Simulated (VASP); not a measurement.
# Sr (I4/mmm) in VASP: further runs

The runs below take Sr through single point, with PBEsol.

Everything below comes from runs of VASP 6.6.1. Logs are shortened: lines on timing, memory, paths and dates and some standing lists are left out, and cuts for length are marked.

## 1. The cell of the first run

It takes space group I4/mmm (No. 139, tetragonal). The conventional cell has a = 4.967 Å, b = 4.967 Å, c = 4.566 Å, α = 90.00°, β = 90.00°, γ = 90.00°. Within 5.5 Å of Sr (site symmetry 4/mmm) lie 14 Sr at 4.19 to 4.97 Å.

## 2. Single point, PBEsol

INCAR

```
PREC     = Accurate       # precision mode
ENCUT    = 520            # plane-wave cutoff, eV
EDIFF    = 1E-7           # SCF threshold, eV
ISMEAR   = 0              # smearing method
SIGMA    = 0.03           # smearing width, eV
LREAL    = F              # projectors in reciprocal space
LASPH    = T              # aspherical terms in the spheres
NELM     = 80             # most SCF steps
ALGO     = Fast           # electronic algorithm
ISIF     = 2              # what is computed and relaxed
LWAVE    = F              # write WAVECAR
LCHARG   = T              # write CHGCAR
GGA      = PS             # functional
LELF     = T              # ELF
LVHAR    = T            
NBANDS   = 11             # bands
```

KPOINTS

```
regular mesh
0
Gamma
  10 10 10
```

POSCAR

```
Sr
1.0
    0.0000000000      3.5121365236      2.2828887403
    3.5121365236      0.0000000000      2.2828887403
    3.5121365236      3.5121365236      0.0000000000
Sr
1
Direct
    0.0000000000      0.0000000000      0.0000000000
```

Potentials or basis: VASP PAW PBE potentials, release 64 (Sr_sv).

Started as:

```
$ cat potpaw_PBE.64/Sr_sv/POTCAR > POTCAR
$ mpirun -np 1 vasp_std > vasp.out
```

OUTCAR:

```text
PREC = Accurate
   ENCUT = 520
   EDIFF = 1E-7
   ISMEAR = 0
   LREAL = F
   LASPH = T
   NELM = 80
   ISIF = 2
   GGA = PS

 ion  position               nearest neighbor table
   1  0.000  0.000  0.000-

  LATTYP: Found a body centered tetragonal cell.
 ALAT       =     4.9669111046
 C/A-ratio  =     0.9192388155

  Lattice vectors:

 A1 = (   0.0000000000,  -3.5121365236,  -2.2828887403)
 A2 = (   0.0000000000,   3.5121365236,  -2.2828887403)
 A3 = (   3.5121365236,   0.0000000000,   2.2828887403)

Analysis of symmetry for initial positions (statically):
=====================================================================
 Subroutine PRICEL returns:
 Original cell was already a primitive cell.

 Routine SETGRP: Setting up the symmetry group for a
 body centered tetragonal supercell.

 Subroutine GETGRP returns: Found 16 space group operations
 (whereof 16 operations were pure point group operations)
 out of a pool of 16 trial point group operations.

The static configuration has the point symmetry D_4h.

Analysis of symmetry for dynamics (positions and initial velocities):
=====================================================================
 Subroutine PRICEL returns:
 Original cell was already a primitive cell.

 Routine SETGRP: Setting up the symmetry group for a
 body centered tetragonal supercell.

 Subroutine GETGRP returns: Found 16 space group operations
 (whereof 16 operations were pure point group operations)
 out of a pool of 16 trial point group operations.

The dynamic configuration has the point symmetry D_4h.

 Subroutine INISYM returns: Found 16 space group operations
 (whereof 16 operations are pure point group operations),
 and found     1 'primitive' translations

----------------------------------------------------------------------------------------

                                     Primitive cell

  volume of cell :      56.3193

  direct lattice vectors                    reciprocal lattice vectors
     0.000000000  3.512136524  2.282888740    -0.142363486  0.142363486  0.219020748
     3.512136524  0.000000000  2.282888740     0.142363486 -0.142363486  0.219020748
     3.512136524  3.512136524  0.000000000     0.142363486  0.142363486 -0.219020748

  length of vectors
     4.188876217  4.188876217  4.966911105     0.297497584  0.297497584  0.297497584

  position of ions in fractional coordinates (direct lattice)
     0.000000000  0.000000000  0.000000000

  ion indices of the primitive-cell ions
   primitive index   ion index
[... 80 lines left out ...]
   ISYM   =      2    0-nonsym 1-usesym 2-fastsym
   POTIM  = 0.5000    time-step for ionic-motion
   TEBEG  =    0.0;   TEEND  =   0.0 temperature during run
   PSTRESS=    0.0 pullay stress
   NELECT =      10.0000    total number of electrons
   NUPDOWN=      -1.0000    fix difference up-down
   EMIN   =  10.00;   EMAX   =-10.00  energy-range for DOS
   EFERMI =   0.00;   METHOD = LEGACY
   ISMEAR =     0;   SIGMA  =   0.03  broadening in eV -4-tet -1-fermi 0-gaus
   EFERMI_NEDOS =   21; number of points for ismear=-14 and -15
   IALGO  =     68    algorithm
   IMIX   =      4    mixing-type and parameters
     AMIX     =   0.40;   BMIX     =  1.00
     AMIX_MAG =   1.60;   BMIX_MAG =  1.00
  volume/ion in A,a.u.               =      56.32       380.06
  Fermi-wavevector in a.u.,A,eV,Ry     =   0.920144  1.738819 11.519569  0.846664
  Thomas-Fermi vector in A             =   2.045416
   LORBIT       =      0    0 simple, 1 ext, 2 COOP (PROOUT), +10 PAW based schemes
   GGA     = PS    functional components
   LHFCALC =     F    Hartree Fock is set to
   AEXX    =    0.0000 exact exchange contribution
   IVDW    =     0    specifies the selected vdW correction
   LEPSILON=     F    determine dielectric tensor
   LRPA    =     F    only Hartree local field effects (RPA)
 non-spin polarized calculation
 RMM-DIIS sequential band-by-band and
 Gauss-broadening in eV      SIGMA  =   0.03
  energy-cutoff  :      520.00
  volume of cell :       56.32
 maximum number of plane-waves:      1556
   NGX = 15   NGY = 15   NGZ = 19

 number of electron      10.0000000 magnetization

 Free energy of the ion-electron system (eV)
  ---------------------------------------------------
  ext. energy  EPLUGINS =         0.00000000
  ---------------------------------------------------
  free energy    TOTEN  =        -1.81785463 eV

  energy without entropy =       -1.81702031  energy(sigma->0) =       -1.81743747

 E-fermi :   1.4461     XC(G=0):  -7.3572

 val. band max:        1.4422080334   @ k =  -0.3000   0.4000   0.3000
 cond. band min:       1.4474123874   @ k =  -0.4000   0.4000   0.2000
 fundamental gap:      0.0052043540
 Fermi energy:         1.4460568392

 k-point     1 :       0.0000    0.0000    0.0000
  band No.  band energies     occupation
      1     -35.1716      2.00000
      2     -17.0781      2.00000
      3     -17.0728      2.00000
      4     -17.0728      2.00000
      5      -2.1997      2.00000
      6       3.4397      0.00000
      7       3.9407      0.00000
      8       3.9407      0.00000
      9       4.6843      0.00000
     10       5.3806      0.00000
     11       9.1762      0.00000
[... 309 lines left out ...]
 k-point    24 :       0.4000    0.3000    0.0000
  band No.  band energies     occupation
      1     -35.1517      2.00000
      2     -17.2140      2.00000
      3     -17.1796      2.00000
      4     -17.1669      2.00000
      5       1.1405      2.00000
      6       1.7557      0.00000
      7       3.4877      0.00000
      8       3.5095      0.00000
      9       4.9738      0.00000
     10       5.7916      0.00000
     11       7.6545      0.00000

 [... further k-points ...]

------------------------ aborting loop because EDIFF is reached ----------------------------------------

  FORCE on cell =-STRESS in cart. coord.  units (eV):
  Direction    XX          YY          ZZ          XY          YZ          ZX
  --------------------------------------------------------------------------------------
  -------------------------------------------------------------------------------------
  Total       -0.3845792     -0.3845792     -0.2700940      0.0000000      0.0000000      0.0000000
  in kB      -10.9405431    -10.9405431     -7.6836571      0.0000000      0.0000000      0.0000000
  external PRESSURE =      -9.8549144 kB  Pullay stress =       0.0000000 kB

 VOLUME and BASIS-vectors are now :
 -----------------------------------------------------------------------------
  energy-cutoff  :      520.00
  volume of cell :       56.32
      direct lattice vectors                 reciprocal lattice vectors
     0.000000000  3.512136524  2.282888740    -0.142363486  0.142363486  0.219020748
     3.512136524  0.000000000  2.282888740     0.142363486 -0.142363486  0.219020748
     3.512136524  3.512136524  0.000000000     0.142363486  0.142363486 -0.219020748

 POSITION                                       TOTAL-FORCE (eV/Angst)
 -----------------------------------------------------------------------------------
      0.00000      0.00000      0.00000         0.000000     -0.000000     -0.000000
 -----------------------------------------------------------------------------------
    total drift:                               -0.000000     -0.000000      0.000000

  FREE ENERGIE OF THE ION-ELECTRON SYSTEM (eV)
  ---------------------------------------------------
  free  energy   TOTEN  =        -1.8178546299 eV

  energy  without entropy=       -1.8170203115  energy(sigma->0) =       -1.81743747
```

Wall time 1.7 min (1 thread of Intel Xeon 8259CL, shared host); peak memory 0.23 GiB.

What came out:

```yaml
Free_energy: -1.8179 eV
Pressure: -1.0 GPa
Band_gap_on_the_k_mesh: zero (bands 5 and 6 overlap by 0.27 eV)
```

Levels at points of the mesh, in eV from the Fermi level:
```
           k point  band 1  band 2  band 3  band 4  band 5  band 6  band 7  band 8  band 9  band 10
(0.00, 0.00, 0.00)  -36.62  -18.52  -18.52  -18.52   -3.65    1.99    2.49    2.49    3.24     3.93
(0.50, 0.00, 0.00)  -36.60  -18.71  -18.58  -18.53   -0.97    0.27    1.01    3.47    4.35     5.26
(0.50, 0.50, 0.00)  -36.59  -18.66  -18.66  -18.64   -0.20   -0.07    3.11    3.11    4.27     4.84
(0.50, 0.00, 0.50)  -36.60  -18.70  -18.58  -18.51   -1.15    0.02    1.55    3.04    3.88     5.20
```

Caveat: the PAW data sets were made with another functional, which shifts forces and pressure a little.

## 3. Single point, PBEsol

This run uses another cell than the first one, of the same volume but with other edges.

INCAR

```
SYSTEM = Sr
PREC     = Accurate       ! precision mode
ENCUT    = 520            ! plane-wave cutoff, eV
EDIFF    = 1E-7           ! SCF threshold, eV
ISMEAR   = 0              ! smearing method
SIGMA    = 0.03           ! smearing width, eV
LREAL    = .FALSE.        ! projectors in reciprocal space
LASPH    = .TRUE.         ! aspherical terms in the spheres
NELM     = 60             ! most SCF steps
ALGO     = Fast           ! electronic algorithm
ISIF     = 2              ! what is computed and relaxed
LWAVE    = .FALSE.        ! write WAVECAR
LCHARG   = .FALSE.        ! write CHGCAR
GGA      = PS             ! functional
NBANDS   = 11             ! bands
```

KPOINTS

```
Automatic mesh
0
G
  10 10 10
  0 0 0
```

POSCAR

```
Sr
1.0
    0.0000000000      2.6577375269      3.9866062903
    2.6577375269      0.0000000000      3.9866062903
    2.6577375269      2.6577375269      0.0000000000
Sr
1
Direct
    0.0000000000      0.0000000000      0.0000000000
```

Potentials or basis: VASP PAW PBE potentials, release 64 (Sr_sv).

Started as:

```
$ cat potpaw_PBE.64/Sr_sv/POTCAR > POTCAR
$ mpirun -np 1 vasp_std > vasp.out
```

Wall time 2.2 min (1 thread of Intel Xeon 8259CL, shared host); peak memory 0.22 GiB.

Results (log left out):

| Quantity | Value |
| --- | --- |
| Free energy | -1.6114 eV |
| Pressure | -0.5 GPa |
| Band gap on the k mesh | zero (bands 5 and 6 overlap by 0.53 eV) |

Stress tensor (GPa, compression positive):
```
 1.34  0.00  0.00
 0.00  1.34  0.00
 0.00  0.00 -4.30
```

Levels at points of the mesh, in eV from the Fermi level:
```
           k point  band 2  band 3  band 4  band 5  band 6  band 7  band 8  band 9
(0.00, 0.00, 0.00)  -18.47  -18.37  -18.37   -3.40    1.25    1.61    3.70    3.70
(0.50, 0.00, 0.00)  -18.73  -18.47  -18.34   -0.72    0.46    1.17    3.42    4.08
(0.50, 0.50, 0.00)  -18.55  -18.38  -18.38   -1.52   -0.33    0.81    4.63    4.97
(0.50, 0.00, 0.50)  -18.69  -18.67  -18.44   -0.32    0.82    2.60    3.36    3.54
```

Caveat: the stress differs along the axes, from -4 to 1 GPa; the PAW data sets were made with another functional, which shifts forces and pressure a little.

## 4. Single point, PBEsol

This run uses another cell than the first one, of the same volume but with other edges.

INCAR

```
SYSTEM = Sr
PREC = Accurate
ENCUT = 520
EDIFF = 1E-6
ISMEAR = 0
SIGMA = 0.03
LREAL = .False.
LASPH = .True.
NELM = 80
ALGO = Normal
ISIF = 2
LWAVE = .False.
LCHARG = .False.
GGA = PS
NBANDS = 11
```

KPOINTS

```
Automatic mesh
0
Gamma
  10 10 10
  0 0 0
```

POSCAR

```
Sr
1.0
    0.0000000000      3.0840312069      2.9606699586
    3.0840312069      0.0000000000      2.9606699586
    3.0840312069      3.0840312069      0.0000000000
Sr
1
Direct
    0.0000000000      0.0000000000      0.0000000000
```

Started as:

```
$ cat potpaw_PBE.64/Sr_sv/POTCAR > POTCAR
$ mpirun -np 1 vasp_std > vasp.out
```

Run time: 50 s. Hardware: 1 thread of Intel Xeon 8259CL, shared host; peak memory 0.21 GiB.

It converged, with:

```yaml
Free_energy: -1.8247 eV
Pressure: -0.9 GPa
Band_gap_on_the_k_mesh: zero (bands 5 and 6 overlap by 0.05 eV)
```

Stress tensor (GPa, compression positive):
```
-0.93  0.00  0.00
 0.00 -0.93  0.00
 0.00  0.00 -0.83
```

Levels at points of the mesh, in eV from the Fermi level:
```csv
k point,band 2,band 3,band 4,band 5,band 6,band 7,band 8,band 9
"(0.00, 0.00, 0.00)",-18.52,-18.52,-18.52,-3.65,2.22,2.22,2.42,3.54
"(0.50, 0.00, 0.00)",-18.70,-18.55,-18.54,-1.15,0.02,1.99,2.27,4.65
"(0.50, 0.50, 0.00)",-18.69,-18.60,-18.60,-0.57,0.27,1.21,4.73,4.95
"(0.50, 0.00, 0.50)",-18.69,-18.59,-18.58,-0.69,0.36,0.86,4.70,4.91
```

Caveat: the PAW data sets were made with another functional, which shifts forces and pressure a little.

## 5. The runs side by side

| cell | gap on the mesh (eV) | pressure (GPa) |
| --- | --- | --- |
| a = 4.189, b = 4.189, c = 4.967 Å, angles 53.6, 53.6, 72.7°, 1 atom | none | -1.0 |
| a = 4.791, b = 4.791, c = 3.759 Å, angles 66.9, 66.9, 46.2°, 1 atom | none | -0.5 |
| a = 4.275, b = 4.275, c = 4.361 Å, angles 59.3, 59.3, 61.3°, 1 atom | none | -0.9 |

Alike in all rows: task single point; level PBEsol; potentials or basis VASP PAW PBE potentials, release 64 (Sr_sv); no spin polarisation; k mesh 10 × 10 × 10; cutoff (eV) 520; smearing gaussian 0.03 eV.

Caveats: the PAW data sets were made with another functional, which shifts forces and pressure a little; the stress differs along the axes, from -4 to 1 GPa (at least some runs).

Total energies depend on the potentials used, so only differences within one code and one set of settings carry meaning.
